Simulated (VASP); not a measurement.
Set up this calculation in VASP 6.6.1, as the native input.

| Property | Result |
| --- | --- |
| Task | single point |
| Functional | PBE |
| Potentials or basis | VASP PAW PBE potentials, release 64 (Ga_d, N) |
| Cutoff | 520 eV |
| k mesh | 8 × 6 × 6 |
| Occupations | gaussian, width 0.05 eV |
| Spin | no spin polarisation |
| Dipole correction | no |
| Further INCAR settings | ALGO = Normal; EDIFF = 1e-07; NBANDS = 46 |

The structure of GaN lies in POSCAR:

```
GaN
1.0
   -3.2185392732      0.0000000000      0.0000000000
    0.0000000000      0.0000000000     -5.2433778863
    0.0000000001     -5.5746735474      0.0000000000
Ga N
4 4
Direct
    0.5000000000      0.0052316446      0.1773867616
    0.0000000000     -0.0035049260      0.6559465718
    0.0000000000      0.4964950740      0.3440534282
    0.5000000000      0.5052316446      0.8226132384
    0.5000000000      0.6222408575      0.1684788457
    0.0000000000      0.6260324239      0.6648544877
    0.0000000000      0.1260324239      0.3351455123
    0.5000000000      0.1222408575      0.8315211543
```

This cell differs from its parent crystal: atoms displaced along a vibrational mode.

These files were run (other wordings do the same):

INCAR

```
ALGO     = Normal         # electronic algorithm
EDIFF    = 1E-7           # SCF threshold, eV
ENCUT    = 520            # plane-wave cutoff, eV
GGA      = PE             # functional
ISIF     = 2              # what is computed and relaxed
ISMEAR   = 0              # smearing method
LASPH    = T              # aspherical terms in the spheres
LCHARG   = F              # write CHGCAR
LREAL    = F              # projectors in reciprocal space
LWAVE    = F              # write WAVECAR
NBANDS   = 46             # bands
NELM     = 100            # most SCF steps
PREC     = Accurate       # precision mode
SIGMA    = 0.05           # smearing width, eV
```

KPOINTS

```
k-points
0
Gamma
  8 6 6
```

Potentials or basis: VASP PAW PBE potentials, release 64 (Ga_d, N).

Launch:

```sh
$ cat potpaw_PBE.64/Ga_d/POTCAR potpaw_PBE.64/N/POTCAR > POTCAR
$ mpirun -np 1 vasp_std > vasp.out
```

It gave:

```
Pressure               : 0.7 GPa
Largest force          : 1.528 eV/Å
Band gap on the k mesh : 1.64 eV
```

Caveat: the cell differs from its parent crystal (atoms displaced along a vibrational mode); forces of over 1 eV/Å act on the atoms, so gaps and moduli don't describe the material at rest.

Wall time 2.6 min on 1 thread of Intel(R) Xeon(R) 6975P-C (Granite Rapids) (shared host), peak memory 0.36 GiB.
